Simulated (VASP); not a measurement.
Wanted: the native input for a VASP 6.6.1 run.

```
Task                   : single point
Functional             : PBEsol
Potentials or basis    : VASP PAW PBE potentials, release 64 (Sn_d, Te)
Cutoff                 : 500 eV
k mesh                 : 10 × 10 × 10
Occupations            : gaussian, width 0.03 eV
Spin                   : no spin polarisation
Dipole correction      : no
Further INCAR settings : ALGO = Normal; EDIFF = 1e-06; NBANDS = 17
```

The structure of SnTe lies in POSCAR:

```
SnTe
1.0
    0.0000000000      3.2354125000      3.3143250000
    3.2354125000      0.0000000000      3.3143250000
    3.2354125000      3.2354125000      0.0000000000
Sn Te
1 1
Direct
    0.0000000000      0.0000000000      0.0000000000
    0.5000000000      0.5000000000      0.5000000000
```

This cell differs from its parent crystal: strain +0.025 along x and y, +0.050 along z.

One way to write it, as run:

INCAR

```
  PREC = Accurate
  ENCUT = 500
  EDIFF = 1E-6
  ISMEAR = 0
  SIGMA = 0.03
  LREAL = F
  LASPH = T
  NELM = 120
  ALGO = Normal
  ISIF = 2
  LWAVE = F
  LCHARG = F
  GGA = PS
  NBANDS = 17
  GGA_COMPAT = F
```

KPOINTS

```
Automatic mesh
0
Gamma
  10 10 10
```

Potentials or basis: VASP PAW PBE potentials, release 64 (Sn_d, Te).

Command:

```bash
$ cat potpaw_PBE.64/Sn_d/POTCAR potpaw_PBE.64/Te/POTCAR > POTCAR
$ mpirun -np 1 vasp_std > vasp.out
```

Results of the run:

The pressure is -4.0 GPa and the band gap on the k mesh is 0.12 eV.

Caveat: the cell differs from its parent crystal (strain +0.025 along x and y, +0.050 along z); the cell stands under tension; semilocal functionals underestimate gaps, and a narrow one can read as zero; the PAW data sets were made with another functional, which shifts forces and pressure a little; spin-orbit coupling is left out, which moves the levels of the heavy elements.

Wall time 47 s on 1 thread of AMD EPYC 9R45 96-Core Processor (Zen 5), with other jobs on the host, peak memory 0.25 GiB.
